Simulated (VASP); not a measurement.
# Mo (I4_1/amd) in VASP: further runs

Mo is run at these levels: PBE; tasks: single point.

All numbers are computed with VASP 6.6.1; they aren't measurements. Logs are shortened: lines on timing, memory, paths and dates and some standing lists are left out, and cuts for length are marked.

## Step 1: The cell of the first run

It takes space group I4_1/amd (No. 141, tetragonal). Conventional cell: a = 4.393 Å, b = 4.393 Å, c = 2.305 Å, α = 90.00°, β = 90.00°, γ = 90.00°. Mo (site symmetry -4m2) has 10 Mo at 2.27 to 2.79 Å within 3.0 Å.

## Step 2: Single point, PBE

INCAR

```
PREC = Accurate
ENCUT = 520
EDIFF = 1E-6
ISMEAR = -1
SIGMA = 0.05
LREAL = F
LASPH = T
NELM = 80
ALGO = Normal
ISIF = 2
LWAVE = F
LCHARG = F
GGA = PE
NBANDS = 21
```

KPOINTS

```
regular mesh
0
Gamma
  18 18 18
```

POSCAR

```
Mo
1.0
   -2.1963358495      2.1963358495      1.1523451137
    2.1963358495     -2.1963358495      1.1523451137
    2.1963358495      2.1963358495     -1.1523451137
Mo
2
Direct
   -0.3750000000     -0.1250000000     -0.2500000000
    0.3750000000      0.1250000000      0.2500000000
```

Potentials or basis: VASP PAW PBE potentials, release 64 (Mo_sv).

Launch:

```console
cat potpaw_PBE.64/Mo_sv/POTCAR > POTCAR
mpirun -np 1 vasp_std > vasp.out
```

OUTCAR:

```text
PREC = Accurate
   ENCUT = 520
   EDIFF = 1E-6
   ISMEAR = -1
   LREAL = F
   LASPH = T
   NELM = 80
   ISIF = 2
   GGA = PE

 ion  position               nearest neighbor table
   1  0.625  0.875  0.750-   2 2.27   2 2.27   2 2.27   2 2.27   2 2.79   2 2.79   2 2.79   2 2.79

   2  0.375  0.125  0.250-   1 2.27   1 2.27   1 2.27   1 2.27   1 2.79   1 2.79   1 2.79   1 2.79

  LATTYP: Found a body centered tetragonal cell.
 ALAT       =     4.3926716990
 C/A-ratio  =     0.5246670786

  Lattice vectors:

 A1 = (  -2.1963358495,   2.1963358495,   1.1523451137)
 A2 = (   2.1963358495,  -2.1963358495,   1.1523451137)
 A3 = (   2.1963358495,   2.1963358495,  -1.1523451137)

Analysis of symmetry for initial positions (statically):
=====================================================================
 Subroutine PRICEL returns:
 Original cell was already a primitive cell.

 Routine SETGRP: Setting up the symmetry group for a
 body centered tetragonal supercell.

 Subroutine GETGRP returns: Found 16 space group operations
 (whereof  4 operations were pure point group operations)
 out of a pool of 16 trial point group operations.

The static configuration has the point symmetry C_2h.
 The point group associated with its full space group is D_4h.

Analysis of symmetry for dynamics (positions and initial velocities):
=====================================================================
 Subroutine PRICEL returns:
 Original cell was already a primitive cell.

 Routine SETGRP: Setting up the symmetry group for a
 body centered tetragonal supercell.

 Subroutine GETGRP returns: Found 16 space group operations
 (whereof  4 operations were pure point group operations)
 out of a pool of 16 trial point group operations.

The dynamic configuration has the point symmetry C_2h.
 The point group associated with its full space group is D_4h.

 Subroutine INISYM returns: Found 16 space group operations
 (whereof  4 operations are pure point group operations),
 and found     1 'primitive' translations

----------------------------------------------------------------------------------------

                                     Primitive cell

  volume of cell :      22.2351

  direct lattice vectors                    reciprocal lattice vectors
    -2.196335850  2.196335850  1.152345114     0.000000000  0.227651887  0.433897792
     2.196335850 -2.196335850  1.152345114     0.227651887  0.000000000  0.433897792
     2.196335850  2.196335850 -1.152345114     0.227651887  0.227651887  0.000000000

  length of vectors
     3.312956623  3.312956623  3.312956623     0.489992526  0.489992526  0.321948386

  position of ions in fractional coordinates (direct lattice)
     0.625000000  0.875000000  0.750000000
     0.375000000  0.125000000  0.250000000

  ion indices of the primitive-cell ions
   primitive index   ion index
                 1           1
                 2           2

----------------------------------------------------------------------------------------

 KPOINTS: regular mesh

Automatic generation of k-mesh.
 Grid dimensions read from file:
 generate k-points for:   18   18   18

 Generating k-lattice:

  Cartesian coordinates                     Fractional coordinates (reciprocal lattice)
     0.000000000  0.012647327  0.024105433     0.055555556  0.000000000 -0.000000000
     0.012647327  0.000000000  0.024105433     0.000000000  0.055555556 -0.000000000
     0.012647327  0.012647327  0.000000000     0.000000000  0.000000000  0.055555556

  Length of vectors
     0.027221807  0.027221807  0.017886021

  Shift w.r.t. Gamma in fractional coordinates (k-lattice)
     0.000000000  0.000000000  0.000000000

 Subroutine IBZKPT returns following result:
 ===========================================

 Found    480 irreducible k-points:

 Following reciprocal coordinates:
            Coordinates               Weight
  0.000000  0.000000  0.000000      1.000000
  0.055556 -0.000000  0.000000      8.000000
  0.111111 -0.000000  0.000000      8.000000
  0.166667  0.000000 -0.000000      8.000000
  0.222222 -0.000000  0.000000      8.000000
  0.277778 -0.000000  0.000000      8.000000
[... 16 lines left out ...]
 -0.277778  0.055556 -0.000000     16.000000
 -0.222222  0.055556 -0.000000     16.000000
 [... further k-points ...]
   k-points           NKPTS =    480   k-points in BZ     NKDIM =    480   number of bands    NBANDS=     21
   number of dos      NEDOS =    301   number of ions     NIONS =      2
   total plane-waves  NPLWV =  21952
   dimension x,y,z NGX =    28 NGY =   28 NGZ =   28
   dimension x,y,z NGXF=    56 NGYF=   56 NGZF=   56
   ions per type =               2
   NGX,Y,Z   is equivalent  to a cutoff of  14.05, 14.05, 14.05 a.u.
   NGXF,Y,Z  is equivalent  to a cutoff of  28.10, 28.10, 28.10 a.u.
 SYSTEM =  unknown system
   PREC   = accura    normal or accurate (medium, high low for compatibility)
   ISTART =      0    job   : 0-new  1-cont  2-samecut
   ICHARG =      2    charge: 1-file 2-atom 10-const
   ISPIN  =      1    spin polarized calculation?
   LNONCOLLINEAR =      F non collinear calculations
   LSORBIT =      F    spin-orbit coupling
   LASPH  =      T    aspherical Exc in radial PAW
   ENCUT  =  520.0 eV  38.22 Ry    6.18 a.u.   6.16  6.16  6.16*2*pi/ulx,y,z
   NELM   =     80;   NELMIN=  2; NELMDL= -5     # of ELM steps
   EDIFF  = 0.1E-05   stopping-criterion for ELM
   LREAL  =      F    real-space projection
   EDIFFG = 0.1E-04   stopping-criterion for IOM
   NSW    =      0    number of steps for IOM
   IBRION =     -1    ionic relax: 0-MD 1-quasi-New 2-CG
   NFREE  =      0    steps in history (QN), initial steepest desc. (CG)
   ISIF   =      2    stress and relaxation
   ISYM   =      2    0-nonsym 1-usesym 2-fastsym
   POTIM  = 0.5000    time-step for ionic-motion
   TEBEG  =    0.0;   TEEND  =   0.0 temperature during run
   PSTRESS=    0.0 pullay stress
   NELECT =      28.0000    total number of electrons
   NUPDOWN=      -1.0000    fix difference up-down
   EMIN   =  10.00;   EMAX   =-10.00  energy-range for DOS
   EFERMI =   0.00;   METHOD = LEGACY
   ISMEAR =    -1;   SIGMA  =   0.05  broadening in eV -4-tet -1-fermi 0-gaus
   EFERMI_NEDOS =   21; number of points for ismear=-14 and -15
   IALGO  =     38    algorithm
   IMIX   =      4    mixing-type and parameters
     AMIX     =   0.40;   BMIX     =  1.00
     AMIX_MAG =   1.60;   BMIX_MAG =  1.00
  volume/ion in A,a.u.               =      11.12        75.03
  Fermi-wavevector in a.u.,A,eV,Ry     =   1.767858  3.340768 42.522608  3.125324
  Thomas-Fermi vector in A             =   2.835160
   LORBIT       =      0    0 simple, 1 ext, 2 COOP (PROOUT), +10 PAW based schemes
   GGA     = PE    functional components
[... 5 lines left out ...]
 non-spin polarized calculation
  energy-cutoff  :      520.00
  volume of cell :       22.24
 maximum number of plane-waves:       620
 NGX is ok and might be reduce to    28
   NGX = 13   NGY = 13   NGZ = 13

 number of electron      27.9999999 magnetization

 Free energy of the ion-electron system (eV)
  ---------------------------------------------------
  ext. energy  EPLUGINS =         0.00000000
  ---------------------------------------------------
  free energy    TOTEN  =       -15.03200054 eV

  energy without entropy =      -15.02260161  energy(sigma->0) =      -15.02730108

 E-fermi :  18.8596     XC(G=0): -15.3126

 val. band max:       18.8566372619   @ k =  -0.1667   0.3889   0.1111
 cond. band min:      18.8621417588   @ k =  -0.2222   0.3333   0.1667
 fundamental gap:      0.0055044968
 Fermi energy:        18.8596023349

 k-point     1 :       0.0000    0.0000    0.0000
  band No.  band energies     occupation
      1     -43.2468      2.00000
      2     -41.5321      2.00000
      3     -18.3599      2.00000
      4     -18.3599      2.00000
      5     -14.7437      2.00000
      6     -14.7437      2.00000
[... 13 lines left out ...]
     20      29.1031      0.00000
     21      29.1031      0.00000

 k-point     2 :       0.0556   -0.0000    0.0000
  band No.  band energies     occupation
      1     -43.2166      2.00000
      2     -41.5245      2.00000
      3     -18.3467      2.00000
      4     -18.3133      2.00000
      5     -14.8374      2.00000
      6     -14.7354      2.00000
[... 13 lines left out ...]
     20      29.3737      0.00000
     21      29.8251      0.00000

 k-point     3 :       0.1111   -0.0000    0.0000
  band No.  band energies     occupation
      1     -43.1285      2.00000
      2     -41.5028      2.00000
      3     -18.3080      2.00000
      4     -18.1791      2.00000
      5     -15.1888      2.00000
      6     -15.0907      2.00000
[... 13 lines left out ...]
     20      30.3416      0.00000
     21      31.1385      0.00000

 k-point     4 :       0.1667    0.0000   -0.0000
  band No.  band energies     occupation
      1     -42.9896      2.00000
      2     -41.4705      2.00000
      3     -18.2473      2.00000
      4     -17.9773      2.00000
      5     -15.7653      2.00000
      6     -15.6087      2.00000
[... 13 lines left out ...]
     20      31.9159      0.00000
     21      32.7784      0.00000

 k-point     5 :       0.2222   -0.0000    0.0000
  band No.  band energies     occupation
      1     -42.8118      2.00000
      2     -41.4334      2.00000
      3     -18.1703      2.00000
      4     -17.7547      2.00000
      5     -16.4470      2.00000
      6     -16.1731      2.00000
[... 13 lines left out ...]
     20      33.4502      0.00000
     21      34.2092      0.00000
[... 382 lines left out ...]
     20      31.9168      0.00000
     21      33.8358      0.00000

 k-point    22 :      -0.3333    0.0556    0.0000
  band No.  band energies     occupation
      1     -42.5562      2.00000
      2     -41.4570      2.00000
      3     -18.1137      2.00000
      4     -17.5738      2.00000
      5     -17.1439      2.00000
      6     -16.4811      2.00000
[... 13 lines left out ...]
     20      32.7204      0.00000
     21      34.3968      0.00000

 k-point    23 :      -0.2778    0.0556   -0.0000
  band No.  band energies     occupation
      1     -42.7601      2.00000
      2     -41.4890      2.00000
      3     -18.1914      2.00000
      4     -17.5889      2.00000
      5     -16.5299      2.00000
      6     -16.1274      2.00000
[... 13 lines left out ...]
     20      32.6298      0.00000
     21      34.5111      0.00000

 k-point    24 :      -0.2222    0.0556   -0.0000
  band No.  band energies     occupation
      1     -42.9449      2.00000
      2     -41.5195      2.00000
      3     -18.2615      2.00000
      4     -17.8203      2.00000
      5     -15.8725      2.00000
      6     -15.5958      2.00000
[... 13 lines left out ...]
     20      31.4299      0.00000
     21      33.3956      0.00000

 [... further k-points ...]

------------------------ aborting loop because EDIFF is reached ----------------------------------------

  FORCE on cell =-STRESS in cart. coord.  units (eV):
  Direction    XX          YY          ZZ          XY          YZ          ZX
  --------------------------------------------------------------------------------------
  -------------------------------------------------------------------------------------
  Total       28.3400742     28.3400742     28.3683739     -0.0000000      0.0000000      0.0000000
  in kB     2042.0741510   2042.0741510   2044.1133175     -0.0000000      0.0000000      0.0000000
  external PRESSURE =    2042.7538732 kB  Pullay stress =       0.0000000 kB

 VOLUME and BASIS-vectors are now :
 -----------------------------------------------------------------------------
  energy-cutoff  :      520.00
  volume of cell :       22.24
      direct lattice vectors                 reciprocal lattice vectors
    -2.196335850  2.196335850  1.152345114     0.000000000  0.227651887  0.433897792
     2.196335850 -2.196335850  1.152345114     0.227651887  0.000000000  0.433897792
     2.196335850  2.196335850 -1.152345114     0.227651887  0.227651887  0.000000000

 POSITION                                       TOTAL-FORCE (eV/Angst)
 -----------------------------------------------------------------------------------
      2.19634      1.09817      0.86426         0.000000     -0.000000      0.000000
      0.00000      1.09817      0.28809        -0.000000      0.000000     -0.000000
 -----------------------------------------------------------------------------------
    total drift:                                0.000000      0.000000     -0.000000

  FREE ENERGIE OF THE ION-ELECTRON SYSTEM (eV)
  ---------------------------------------------------
  free  energy   TOTEN  =       -15.0320005436 eV

  energy  without entropy=      -15.0226016146  energy(sigma->0) =      -15.02730108
```

It took 5.1 min on 1 thread of Intel Xeon 8259CL, shared host; peak memory 0.3 GiB.

What came out:

```yaml
Free_energy: -15.0320 eV
Pressure: 204.3 GPa
Band_gap_on_the_k_mesh: zero (bands 14 and 15 overlap by 4.74 eV)
```

Caveat: the cell stands under pressure.

## Step 3: Single point, PBE

INCAR

```
PREC = Accurate
ENCUT = 520
EDIFF = 1E-6
ISMEAR = -1
SIGMA = 0.05
LREAL = False
LASPH = True
NELM = 60
ALGO = Normal
ISIF = 2
LWAVE = False
LCHARG = False
GGA = PE
NBANDS = 21
```

KPOINTS

```
Automatic mesh
0
Gamma
  18 18 18
```

POSCAR

```
Mo
1.0
   -2.1961177118      2.1961177118      1.1523438659
    2.1961177118     -2.1961177118      1.1523438659
    2.1961177118      2.1961177118     -1.1523438659
Mo
2
Direct
   -0.3750000000     -0.1250000000     -0.2500000000
    0.3750000000      0.1250000000      0.2500000000
```

Potentials or basis: VASP PAW PBE potentials, release 64 (Mo_sv).

Launch:

```console
cat potpaw_PBE.64/Mo_sv/POTCAR > POTCAR
mpirun -np 1 vasp_std > vasp.out
```

Wall time 5.3 min (1 thread of Intel Xeon 8259CL, shared host); peak memory 0.3 GiB.

The run converged. Its results:

```yaml
Free_energy: -15.0263 eV
Pressure: 204.5 GPa
Band_gap_on_the_k_mesh: zero (bands 14 and 15 overlap by 4.74 eV)
```

Stress tensor (GPa, compression positive):
```
204.42   0.00   0.00
  0.00 204.42   0.00
  0.00   0.00 204.53
```

Levels at points of the mesh, in eV from the Fermi level:
| k point | band 10 | band 11 | band 12 | band 13 | band 14 | band 15 | band 16 | band 17 | band 18 | band 19 |
| --- | --- | --- | --- | --- | --- | --- | --- | --- | --- | --- |
| (0.00, 0.00, 0.00) | -7.67 | -6.35 | -5.22 | -4.78 | 2.07 | 2.07 | 2.26 | 2.26 | 6.64 | 9.25 |
| (0.50, 0.00, 0.00) | -7.37 | -5.49 | -3.11 | -1.72 | -0.74 | 1.78 | 2.40 | 4.66 | 5.26 | 10.41 |
| (0.50, 0.50, 0.00) | -6.07 | -4.37 | -4.37 | -1.53 | -1.53 | 2.16 | 2.16 | 4.13 | 4.13 | 4.52 |
| (0.50, 0.50, 0.50) | -5.71 | -3.96 | -3.96 | 0.67 | 0.67 | 0.88 | 0.88 | 3.27 | 3.27 | 3.85 |

Caveat: the cell stands under pressure.
